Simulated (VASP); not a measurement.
Rh: relaxation of cell and atoms with PBE

The system is Rh.

```
Rh
1.0
     0.00000    1.91521    1.91521
     1.91521    0.00000    1.91521
     1.91521    1.91521    0.00000
Rh
1
Direct
  0.00000 0.00000 0.00000
```

| Item | Value |
| --- | --- |
| Program | VASP 6.6.1 |
| Task | relaxation of cell and atoms |
| Functional | PBE |
| Potentials or basis | VASP PAW PBE potentials, release 64 (Rh_pv) |
| Cutoff | 500 eV |
| k mesh | 18 × 18 × 18 |
| Occupations | fermi-dirac, width 0.05 eV |
| Spin | non-collinear spin, zero start, spin-orbit coupling |
| Starting moments | [[0.0, 0.0, 0.0]] μB |
| Dipole correction | no |
| Further INCAR settings | ALGO = Normal; EDIFF = 1e-07; IBRION = 2; EDIFFG = -0.005; NSW = 60; ISIF = 3 |

```yaml
Relaxed_volume: 14.07 Å³/atom
Relaxed_cell: a = 2.710 Å, b = 2.710 Å, c = 2.710 Å, α = 60.00°, β = 60.00°, γ = 60.00°
Space_group_after_relaxing_to_0.1_Å: Fm-3m (No. 225)
Energy_gained_by_relaxing: 0.0 meV/atom
Ionic_steps: 3
Pressure_after_relaxing: 0.0 GPa
Net_moment: 0.00 μB per cell
Valence_electrons_inside_the_program's_atomic_spheres: Rh 13.75
```

Final structure:
```
Rh
1.0
     0.00000    1.91614    1.91614
     1.91614    0.00000    1.91614
     1.91614    1.91614    0.00000
Rh
1
Direct
  0.00000 0.00000 0.00000
```

Moments on the atoms (μB; x, y, z):
```
Rh  0.00 0.00 0.00
```

It took 5.9 min on 1 thread of Oxide Virtual Turin-like Processor (shared host), peak memory 0.19 GiB.
